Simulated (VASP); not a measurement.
A run of VASP 6.6.1:

Contents of POSCAR:

```
Se
1.0
    4.5048207049      0.0000000000      0.0000000000
   -2.2524103524      3.9012891699      0.0000000000
    0.0000000000      0.0000000000      4.9787963167
Se
3
Direct
    0.1786722436      0.0392207364      0.3933333333
    0.0392207364      0.1786722436      0.6066666667
    0.7821070200      0.7821070200      0.0000000000
```

The input INCAR.step1:

```
SYSTEM = Se
  ALGO = Normal
  EDIFF = 1E-4
  ENCUT = 520
  GGA = PE
  ISMEAR = -1
  LASPH = .True.
  LCHARG = .False.
  LREAL = .False.
  LWAVE = .True.
  NBANDS = 16
  NELM = 80
  PREC = Accurate
  SIGMA = 0.03
```

The input INCAR.step2:

```
SYSTEM = Se
  ALGO = Normal
  EDIFF = 1E-8
  ENCUT = 520
  ISIF = 2
  ISMEAR = -1
  ISTART = 1
  LASPH = .True.
  LCHARG = .False.
  LEFG = .True.
  LMIXTAU = .True.
  LREAL = .False.
  LWAVE = .False.
  METAGGA = R2SCAN
  NBANDS = 16
  NELM = 80
  PREC = Accurate
  SIGMA = 0.03
```

The input KPOINTS:

```
k-points
0
Gamma
  6 6 5
  0 0 0
```

Potentials or basis: VASP PAW PBE potentials, release 64 (Se).

Launch:

```sh
$ cat potpaw_PBE.64/Se/POTCAR > POTCAR
$ cp INCAR.step1 INCAR
$ mpirun -np 1 vasp_std > vasp.out
$ cp INCAR.step2 INCAR
$ mpirun -np 1 vasp_std > vasp.out
```

Hardware: 1 thread of Oxide Virtual Turin-like Processor (shared host).

**Question.** Estimate the wall time of this run.

**Answer.** Wall time 9.4 min on 1 thread of Oxide Virtual Turin-like Processor (shared host), peak memory 0.22 GiB. Counts: k points 55.
